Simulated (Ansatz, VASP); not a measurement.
# Two plane-wave programs on AlNi3

The input POSCAR:

```
AlNi3
1.0
    0.0000000000      2.8018887551      2.8018887551
    2.8018887551      0.0000000000      2.8018887551
    2.8018887551      2.8018887551      0.0000000000
Al Ni
1 3
Direct
    0.5000000000      0.5000000000      0.5000000000
    0.2500000000      0.2500000000      0.2500000000
    0.0000000000      0.0000000000      0.0000000000
    0.7500000000      0.7500000000      0.7500000000
```

File INCAR.step1:

```
SYSTEM = AlNi3
ALGO = Normal
EDIFF = 1E-4
ENCUT = 520
GGA = PE
ISMEAR = 0
LASPH = .TRUE.
LCHARG = .FALSE.
LREAL = .FALSE.
LWAVE = .TRUE.
NBANDS = 24
NELM = 100
PREC = Accurate
SIGMA = 0.1
```

File INCAR.step2:

```
SYSTEM = AlNi3
ALGO = Normal
EDIFF = 1E-6
ENCUT = 520
ISIF = 2
ISMEAR = 0
ISTART = 1
LASPH = .TRUE.
LCHARG = .FALSE.
LMIXTAU = .TRUE.
LREAL = .FALSE.
LWAVE = .FALSE.
METAGGA = R2SCAN
NBANDS = 24
NELM = 100
PREC = Accurate
SIGMA = 0.1
```

File KPOINTS:

```
k-points
0
G
  22 22 22
  0 0 0
```

Input for Ansatz:

```yaml
crystal:
  lattice:
    - [0.0, 2.8018887551, 2.8018887551]
    - [2.8018887551, 0.0, 2.8018887551]
    - [2.8018887551, 2.8018887551, 0.0]
  atoms:
    - { symbol: Al, position: [0.5, 0.5, 0.5] }
    - { symbol: Ni, position: [0.25, 0.25, 0.25] }
    - { symbol: Ni, position: [0.0, 0.0, 0.0] }
    - { symbol: Ni, position: [0.75, 0.75, 0.75] }
basis:
  ecutwfc: 500
kpoints:
  mp_grid: { grid: [22, 22, 22] }
hamiltonian:
  xc: r2scan
scf:
  occupations: { method: gaussian, width: 0.1 }
output:
  forces: true
  stress: true
  eigenvalues: true
```

Alike in both runs: task single point; functional r2SCAN; k mesh 22 × 22 × 22; occupations gaussian, width 0.1 eV; no spin polarisation.

```csv
,VASP,Ansatz
version,VASP 6.6.1,Ansatz 0.2.0
potentials or method,"VASP PAW PBE potentials, release 64 (Al, Ni), cutoff 520 eV","scalar-relativistic, plane waves, PAW"
valence electrons in the cell,33,57
```

```csv
,VASP,Ansatz,Ansatz less VASP
gap on the k mesh at the Fermi level (eV),none,none,-
pressure (GPa),0.1,0.0,-0.12
```

VASP's potentials were made for PBE, not for r2SCAN. A gap of «none» marks a metal or a gap that the smearing closes. The functional is the same, so the differences come from potentials, cutoffs and numerics. VASP's potentials hold 33 valence electrons a cell and Ansatz's 57, so a difference there can come from the potentials and not from the codes.
